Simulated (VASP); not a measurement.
# BaAl15O24 (a cell with a defect) in VASP: electric field gradients with PBE

Aim: the electric field gradients of BaAl15O24 (a cell with a defect) with PBE.

All numbers are computed with VASP 6.6.1; they aren't measurements. Logs are shortened: lines on timing, memory, paths and dates and some standing lists are left out, and cuts for length are marked.

### Step 1. The cell of the first run

The cell holds a defect, 40 atoms: a = 6.953 Å, b = 8.667 Å, c = 8.588 Å, α = 47.52°, β = 66.83°, γ = 65.64°.

### Step 2. Electric field gradients, PBE

INCAR reads:

```
PREC = Accurate
ENCUT = 520
EDIFF = 1E-8
ISMEAR = -1
SIGMA = 0.01
LREAL = Auto
LASPH = True
NELM = 100
ALGO = Normal
ISIF = 2
LWAVE = False
LCHARG = False
GGA = PE
LEFG = True
NELECT = 200.0
NBANDS = 126
```

KPOINTS reads:

```
Automatic mesh
0
Gamma
  3 3 3
```

POSCAR reads:

```
BaAl15O24
1.0
    0.0000000000      4.8469330000      4.9854040000
    7.0899410000      0.0000000000      4.9854040000
    7.0899410000      4.8469330000      0.0000000000
Ba Al O
1 15 24
Direct
    0.9461355000      0.0843785000      0.3060165000
    0.4461355000      0.5843785000      0.8060165000
    0.0560165000      0.4134695000      0.1961355000
    0.5560165000      0.9134695000      0.6961355000
    0.3343785000      0.1961355000      0.9134695000
    0.8343785000      0.6961355000      0.4134695000
    0.1634695000      0.8060165000      0.0843785000
    0.6634695000      0.3060165000      0.5843785000
    0.5538645000      0.4156215000      0.1939835000
    0.0538645000      0.9156215000      0.6939835000
    0.4439835000      0.0865305000      0.3038645000
    0.9439835000      0.5865305000      0.8038645000
    0.1656215000      0.3038645000      0.5865305000
    0.6656215000      0.8038645000      0.0865305000
    0.3365305000      0.6939835000      0.4156215000
    0.8365305000      0.1939835000      0.9156215000
    0.7774975000      0.3244785000      0.3295235000
    0.2774975000      0.8244785000      0.8295235000
    0.0795235000      0.3185005000      0.0274975000
    0.5795235000      0.8185005000      0.5274975000
    0.0744785000      0.5274975000      0.3185005000
    0.5744785000      0.0274975000      0.8185005000
    0.5685005000      0.3295235000      0.8244785000
    0.0685005000      0.8295235000      0.3244785000
    0.7225025000      0.1755215000      0.1704765000
    0.2225025000      0.6755215000      0.6704765000
    0.4204765000      0.1814995000      0.4725025000
    0.9204765000      0.6814995000      0.9725025000
    0.4255215000      0.9725025000      0.1814995000
    0.9255215000      0.4725025000      0.6814995000
    0.9314995000      0.1704765000      0.6755215000
    0.4314995000      0.6704765000      0.1755215000
    0.1497020000      0.1002980000      0.8997020000
    0.6497020000      0.6002980000      0.3997020000
    0.3502980000      0.3997020000      0.1002980000
    0.8502980000      0.8997020000      0.6002980000
    0.8502980000      0.8997020000      0.1002980000
    0.3502980000      0.3997020000      0.6002980000
    0.1497020000      0.1002980000      0.3997020000
    0.6497020000      0.6002980000      0.8997020000
```

Potentials or basis: VASP PAW PBE potentials, release 64 (Ba_sv, Al, O).

Started as:

```bash
cat potpaw_PBE.64/Ba_sv/POTCAR potpaw_PBE.64/Al/POTCAR potpaw_PBE.64/O/POTCAR > POTCAR
mpirun -np 1 vasp_std > vasp.out
```

OUTCAR:

```text
PREC = Accurate
   ENCUT = 520
   EDIFF = 1E-8
   ISMEAR = -1
   LREAL = Auto
   LASPH = True
   NELM = 100
   ISIF = 2
   GGA = PE
   NELECT = 200.0

 ion  position               nearest neighbor table
   1  0.946  0.084  0.306-  36 1.87  25 1.89  24 1.93  39 1.97  19 1.99  17 2.03   3 2.68  10 2.88
                             9 2.91  29 3.02  33 3.13  16 3.14  15 3.14   5 3.19   6 3.19  26 3.19
   2  0.446  0.584  0.806-  35 1.87  26 1.89  23 1.93  40 1.97  20 1.99  18 2.03   4 2.68   9 2.88
                            10 2.91  15 3.14  16 3.14   6 3.19   5 3.19   3 3.20
   3  0.056  0.413  0.196-  35 1.87  28 1.89  21 1.93  39 1.97  17 1.99  19 2.03   1 2.68  11 2.88
                            12 2.91  14 3.14  13 3.14   7 3.19   8 3.19   2 3.20
   4  0.556  0.913  0.696-  36 1.87  27 1.89  22 1.93  40 1.97  18 1.99  20 2.03   2 2.68  12 2.88
                            11 2.91  13 3.14  14 3.14   8 3.19   7 3.19   1 3.20
   5  0.334  0.196  0.913-  33 1.87  29 1.89  19 1.93  38 1.97  23 1.99  22 2.03   8 2.68  13 2.88
                            14 2.91  12 3.14  11 3.14   1 3.19   2 3.19   7 3.20
   6  0.834  0.696  0.413-  34 1.87  30 1.89  20 1.93  37 1.97  24 1.99  21 2.03   7 2.68  14 2.88
                            13 2.91  11 3.14  12 3.14   2 3.19   1 3.19   8 3.20
   7  0.163  0.806  0.084-  33 1.87  32 1.89  18 1.93  37 1.97  21 1.99  24 2.03   6 2.68  16 2.88
                            15 2.91  10 3.14   9 3.14   3 3.19   4 3.19   5 3.20   1 3.56
   8  0.663  0.306  0.584-  34 1.87  31 1.89  17 1.93  38 1.97  22 1.99  23 2.03   5 2.68  15 2.88
                            16 2.91   9 3.14  10 3.14   4 3.19   3 3.19   6 3.20   1 3.56
   9  0.554  0.416  0.194-  40 1.87  17 1.89  32 1.93  35 1.97  27 1.99  25 2.03  11 2.68   2 2.88
                             1 2.91   8 3.14   7 3.14  13 3.19  14 3.19  12 3.20
  10  0.054  0.916  0.694-  39 1.87  18 1.89  31 1.93  36 1.97  28 1.99  26 2.03  12 2.68   1 2.88
                             2 2.91   7 3.14   8 3.14  14 3.19  13 3.19  11 3.20
  11  0.444  0.087  0.304-  39 1.87  20 1.89  29 1.93  35 1.97  25 1.99  27 2.03   9 2.68   3 2.88
                             4 2.91   6 3.14   5 3.14  15 3.19  16 3.19  10 3.20   1 3.46   1 3.49
  12  0.944  0.587  0.804-  40 1.87  19 1.89  30 1.93  36 1.97  26 1.99  28 2.03  10 2.68   4 2.88
                             3 2.91   5 3.14   6 3.14  16 3.19  15 3.19   9 3.20   1 3.46   1 3.49
  13  0.166  0.304  0.587-  38 1.87  21 1.89  27 1.93  33 1.97  31 1.99  30 2.03  16 2.68   5 2.88
                             6 2.91   4 3.14   3 3.14   9 3.19  10 3.19  15 3.20
  14  0.666  0.804  0.087-  37 1.87  22 1.89  28 1.93  34 1.97  32 1.99  29 2.03  15 2.68   6 2.88
                             5 2.91   3 3.14   4 3.14  10 3.19   9 3.19  16 3.20
  15  0.337  0.694  0.416-  38 1.87  24 1.89  26 1.93  34 1.97  29 1.99  32 2.03  14 2.68   8 2.88
                             7 2.91   2 3.14   1 3.14  11 3.19  12 3.19  13 3.20
  16  0.837  0.194  0.916-  37 1.87  23 1.89  25 1.93  33 1.97  30 1.99  31 2.03  13 2.68   7 2.88
                             8 2.91   1 3.14   2 3.14  12 3.19  11 3.19  14 3.20
  17  0.777  0.324  0.330-   9 1.89   8 1.93   3 1.99   1 2.03
[... 9 lines left out ...]
  27  0.420  0.181  0.473-   4 1.89  13 1.93   9 1.99  11 2.03   1 3.33
  28  0.920  0.681  0.973-   3 1.89  14 1.93  10 1.99  12 2.03
  29  0.426  0.973  0.181-   5 1.89  11 1.93  15 1.99  14 2.03   1 3.02
  30  0.926  0.473  0.681-   6 1.89  12 1.93  16 1.99  13 2.03
  31  0.931  0.170  0.676-   8 1.89  10 1.93  13 1.99  16 2.03
  32  0.431  0.670  0.176-   7 1.89   9 1.93  14 1.99  15 2.03
  33  0.150  0.100  0.900-   5 1.87   7 1.87  13 1.97  16 1.97   1 3.13
  34  0.650  0.600  0.400-   6 1.87   8 1.87  14 1.97  15 1.97
  35  0.350  0.400  0.100-   2 1.87   3 1.87  11 1.97   9 1.97
  36  0.850  0.900  0.600-   1 1.87   4 1.87  12 1.97  10 1.97
  37  0.850  0.900  0.100-  14 1.87  16 1.87   6 1.97   7 1.97
  38  0.350  0.400  0.600-  13 1.87  15 1.87   5 1.97   8 1.97
  39  0.150  0.100  0.400-  10 1.87  11 1.87   3 1.97   1 1.97
  40  0.650  0.600  0.900-   9 1.87  12 1.87   4 1.97   2 1.97

  LATTYP: Found a face centered orthorhombic cell.
 ALAT       =     9.6938660000
 B/A-ratio  =     1.0285687877
 C/A-ratio  =     1.4627685177

  Lattice vectors:

 A1 = (  -7.0899410000,   0.0000000000,  -4.9854040000)
 A2 = (  -7.0899410000,   4.8469330000,   0.0000000000)
 A3 = (   0.0000000000,   4.8469330000,  -4.9854040000)

Analysis of symmetry for initial positions (statically):
=====================================================================
 Subroutine PRICEL returns:
 Original cell was already a primitive cell.

 Routine SETGRP: Setting up the symmetry group for a
 face centered orthorhombic supercell.

 Subroutine GETGRP returns: Found  1 space group operations
 (whereof  1 operations were pure point group operations)
 out of a pool of  8 trial point group operations.

The static configuration has the point symmetry C_1 .

Analysis of symmetry for dynamics (positions and initial velocities):
=====================================================================
[... 191 lines left out ...]
   EFERMI_NEDOS =   21; number of points for ismear=-14 and -15
   IALGO  =     38    algorithm
   IMIX   =      4    mixing-type and parameters
     AMIX     =   0.40;   BMIX     =  1.00
     AMIX_MAG =   1.60;   BMIX_MAG =  1.00
  volume/ion in A,a.u.               =       8.57        57.81
  Fermi-wavevector in a.u.,A,eV,Ry     =   1.368164  2.585455 25.468375  1.871873
  Thomas-Fermi vector in A             =   2.494152
   LORBIT       =      0    0 simple, 1 ext, 2 COOP (PROOUT), +10 PAW based schemes
   GGA     = PE    functional components
   LHFCALC =     F    Hartree Fock is set to
   AEXX    =    0.0000 exact exchange contribution
   IVDW    =     0    specifies the selected vdW correction
   LEPSILON=     F    determine dielectric tensor
   LRPA    =     F    only Hartree local field effects (RPA)
 non-spin polarized calculation
  energy-cutoff  :      520.00
  volume of cell :      342.64
 maximum number of plane-waves:      9246
 NGX is ok and might be reduce to    54
   NGX = 25   NGY = 33   NGZ = 31

 number of electron     200.0000000 magnetization

 Free energy of the ion-electron system (eV)
  ---------------------------------------------------
  ext. energy  EPLUGINS =         0.00000000
  ---------------------------------------------------
  free energy    TOTEN  =      -259.28974281 eV

  energy without entropy =     -259.28974281  energy(sigma->0) =     -259.28974281

 E-fermi :  11.2826     XC(G=0): -11.8980

 val. band max:       11.0049012433   @ k =  -0.3333   0.3333   0.3333
 cond. band min:      11.7540000847   @ k =   0.0000   0.0000   0.0000
 fundamental gap:      0.7490988415
 Fermi energy:        11.2826484597

 k-point     1 :       0.0000    0.0000    0.0000
  band No.  band energies     occupation
      1     -17.0676      2.00000
      2     -12.7636      2.00000
      3     -11.9593      2.00000
      4     -11.8296      2.00000
      5     -11.7555      2.00000
      6     -11.5459      2.00000
[... 1599 lines left out ...]
    111      15.5533      0.00000
    112      15.7077      0.00000
 [bands above 112 left out]

------------------------ aborting loop because EDIFF is reached ----------------------------------------

  FORCE on cell =-STRESS in cart. coord.  units (eV):
  Direction    XX          YY          ZZ          XY          YZ          ZX
  --------------------------------------------------------------------------------------
  -------------------------------------------------------------------------------------
  Total       78.8188375     85.1935032     81.5069683      5.4866940     -7.6432550     11.2727572
  in kB      368.5535652    398.3612335    381.1231513     25.6555502    -35.7395385     52.7109382
  external PRESSURE =     382.6793166 kB  Pullay stress =       0.0000000 kB

 VOLUME and BASIS-vectors are now :
 -----------------------------------------------------------------------------
  energy-cutoff  :      520.00
  volume of cell :      342.64
      direct lattice vectors                 reciprocal lattice vectors
     0.000000000  4.846933000  4.985404000    -0.070522449  0.103158018  0.100292775
     7.089941000  0.000000000  4.985404000     0.070522449 -0.103158018  0.100292775
     7.089941000  4.846933000  0.000000000     0.070522449  0.103158018 -0.100292775

 POSITION                                       TOTAL-FORCE (eV/Angst)
 -----------------------------------------------------------------------------------
      2.76788      6.06910      5.13753        -9.614067     -0.464740      2.335577
      9.85782      6.06910      5.13753        -0.043684      0.152938     -0.341626
      4.32206      1.22216      2.34058         0.153088      0.114727      0.535784
     11.41200      6.06910      7.32598        -0.078025      0.364785      0.089197
      7.86703      6.04824      2.64483         0.582015     -0.316975      0.175994
      7.86703      6.04824      7.63023        -0.237267      0.373176      0.447102
[... 32 lines left out ...]
      3.54497      2.66292      1.24635         6.672089     10.183007      8.344112
     10.63491      7.50986      6.23175        -0.041544     -0.133452     -0.341387
 -----------------------------------------------------------------------------------
    total drift:                                0.002392      0.000159      0.000855

  FREE ENERGIE OF THE ION-ELECTRON SYSTEM (eV)
  ---------------------------------------------------
  free  energy   TOTEN  =      -259.2897428135 eV

  energy  without entropy=     -259.2897428135  energy(sigma->0) =     -259.28974281

 Electric field gradients (V/A^2)
---------------------------------------------------------------------
 ion       V_xx      V_yy      V_zz      V_xy      V_xz      V_yz
---------------------------------------------------------------------
   1      -4.602   -20.295    24.898   -89.252  -155.628   126.913
   2       7.663    -6.673    -0.990    -8.402    -3.221     5.168
   3       6.407    -5.522    -0.884     6.986    -4.115    -4.725
   4       9.326    -8.784    -0.542     8.502    -3.188    -6.064
   5       4.669    -5.234     0.565    -4.926     2.865    -3.938
   6       8.587    -5.178    -3.408    -7.423     3.424    -7.741
[... 32 lines left out ...]
  39     -29.129    17.092    12.037   -34.690   -31.160   -33.391
  40     -26.455    22.384     4.071     0.401     0.698     0.104
---------------------------------------------------------------------

 Electric field gradients after diagonalization (V/A^2)
 (convention: |V_zz| > |V_xx| > |V_yy|)
----------------------------------------------------------------------
 ion       V_xx      V_yy      V_zz     asymmetry (V_yy - V_xx)/ V_zz
----------------------------------------------------------------------
   1    -152.644  -100.721   253.365       0.205
   2     -11.713    -1.687    13.400       0.748
   3      -9.672    -2.516    12.188       0.587
   4     -13.781    -0.790    14.571       0.892
   5      -8.129    -0.751     8.879       0.831
   6     -12.681    -1.547    14.228       0.783
[... 32 lines left out ...]
  39      48.448    22.377   -70.825       0.368
  40      22.388     4.086   -26.474       0.691
----------------------------------------------------------------------

           NMR quadrupolar parameters

 Cq : quadrupolar parameter    Cq=e*Q*V_zz/h
 eta: asymmetry parameters     (V_yy - V_xx)/ V_zz
 Q  : nuclear electric quadrupole moment in mb (millibarn)
----------------------------------------------------------------------
 ion       Cq(MHz)       eta       Q (mb)
----------------------------------------------------------------------
   1       0.613       0.205       1.000
   2       0.032       0.748       1.000
   3       0.029       0.587       1.000
   4       0.035       0.892       1.000
   5       0.021       0.831       1.000
   6       0.034       0.783       1.000
[... 32 lines left out ...]
  39      -0.171       0.368       1.000
  40      -0.064       0.691       1.000
----------------------------------------------------------------------
```

Wall time 21 min (1 thread of Intel Xeon 6975P-C (Granite Rapids), shared host); peak memory 0.72 GiB.

Results:

```
Free energy                             : -259.2897 eV
Largest force                           : 19.480 eV/Å
Largest electric field gradient by atom : Ba +253.4; Al +13.4, +12.2, +14.6, +8.9, +14.2, +12.1, +11.8, +12.5, +15.1, -13.8, +17.0, +12.8, +12.4 (each value once); O -87.4, -39.8, -64.4, -38.1, -35.1, -37.6, -40.1, -52.4, -71.5, -43.6, -45.8, -38.6, -38.0, -38.4, -38.7, -37.7, -29.3, -33.3, -29.0, -70.2, -28.1, -29.8, -70.8, -26.5 V/Å²
```

Forces on the atoms (eV/Å):
```
Ba   -9.614  -0.465   2.336
Al   -0.044   0.153  -0.342
Al    0.153   0.115   0.536
Al   -0.078   0.365   0.089
Al    0.582  -0.317   0.176
Al   -0.237   0.373   0.447
Al    0.483   0.500  -0.373
Al   -0.142  -0.418   0.164
Al    0.108  -0.184  -0.069
Al   -0.084   0.224   0.054
Al    0.236  -0.356   0.191
Al    0.176   0.377   0.201
Al   -0.062  -0.181   0.206
Al   -0.191   0.109  -0.139
Al   -0.134  -0.433  -0.436
Al    0.545  -0.160  -0.261
O    11.767  -4.187   1.587
O     0.103   0.069   0.016
O    -1.549  -4.877  13.355
O    -0.041   0.185  -0.031
O    -0.383  -0.042  -0.369
O     0.232  -0.024  -0.013
O    -0.369  -0.253   0.150
O   -14.652   5.989  -6.745
O    -2.712 -17.336  -6.066
O     0.018  -0.153   0.689
O     0.309   0.464   0.289
O     0.517   0.317  -0.010
O    -0.279   0.032  -0.076
O    -0.117  -0.040  -0.216
O     0.167   0.049  -0.089
O    -0.256  -0.036   0.309
O    -0.188  -0.087   0.006
O     0.475  -0.012   0.227
O     0.403  -0.472   0.150
O     8.502  10.717 -13.867
O    -0.144  -0.194  -0.001
O    -0.133   0.138  -0.074
O     6.672  10.183   8.344
O    -0.042  -0.133  -0.341
```

Levels at points of the mesh, in eV from the Fermi level:
```tsv
k point	band 96	band 97	band 98	band 99	band 100	band 101	band 102	band 103	band 104	band 105
(0.00, 0.00, 0.00)	-5.18	-4.05	-1.51	-0.65	-0.29	0.47	3.23	3.42	3.48	3.56
```

Electric field gradients, principal values (V/Å²):
| atom | least | middle | greatest (by size) |
| --- | --- | --- | --- |
| 1 Ba | -100.721 | -152.644 | 253.365 |
| 2 Al | -1.687 | -11.713 | 13.400 |
| 3 Al | -2.516 | -9.672 | 12.188 |
| 4 Al | -0.790 | -13.781 | 14.571 |
| 5 Al | -0.751 | -8.129 | 8.879 |
| 6 Al | -1.547 | -12.681 | 14.228 |
| 7 Al | -2.118 | -9.932 | 12.050 |
| 8 Al | -1.805 | -10.044 | 11.850 |
| 9 Al | -2.395 | -10.093 | 12.487 |
| 10 Al | -4.551 | -10.568 | 15.119 |
| 11 Al | 0.614 | 13.163 | -13.777 |
| 12 Al | -0.293 | -16.727 | 17.021 |
| 13 Al | -1.887 | -10.946 | 12.833 |
| 14 Al | -1.996 | -10.444 | 12.440 |
| 15 Al | -1.782 | -10.375 | 12.157 |
| 16 Al | -2.596 | -9.556 | 12.152 |
| 17 O | 36.931 | 50.432 | -87.363 |
| 18 O | 14.662 | 25.173 | -39.834 |
| 19 O | 15.506 | 48.865 | -64.370 |
| 20 O | 13.458 | 24.666 | -38.124 |
| 21 O | 13.285 | 21.850 | -35.135 |
| 22 O | 15.873 | 21.707 | -37.579 |
| 23 O | 14.336 | 25.749 | -40.085 |
| 24 O | 3.237 | 49.193 | -52.430 |
| 25 O | 19.118 | 52.390 | -71.508 |
| 26 O | 18.684 | 24.903 | -43.587 |
| 27 O | 19.236 | 26.577 | -45.813 |
| 28 O | 15.456 | 23.115 | -38.571 |
| 29 O | 16.275 | 21.698 | -37.974 |
| 30 O | 13.935 | 24.497 | -38.432 |
| 31 O | 14.026 | 24.645 | -38.672 |
| 32 O | 10.547 | 27.145 | -37.692 |
| 33 O | 9.541 | 19.805 | -29.345 |
| 34 O | 11.589 | 21.746 | -33.335 |
| 35 O | 12.378 | 16.601 | -28.979 |
| 36 O | 24.126 | 46.093 | -70.219 |
| 37 O | 12.010 | 16.086 | -28.096 |
| 38 O | 11.477 | 18.311 | -29.789 |
| 39 O | 22.377 | 48.448 | -70.825 |
| 40 O | 4.086 | 22.388 | -26.474 |

Caveat: the cell carries a net charge on a neutralising background, which shifts energy and pressure; the cell is charged against a uniform background, so pressure and absolute levels hang on convention; without QUAD_EFG the Cq values of the log hold for a quadrupole moment of 1 mb, not for the nuclei; spin-orbit coupling is left out, which moves the levels of the heavy elements.
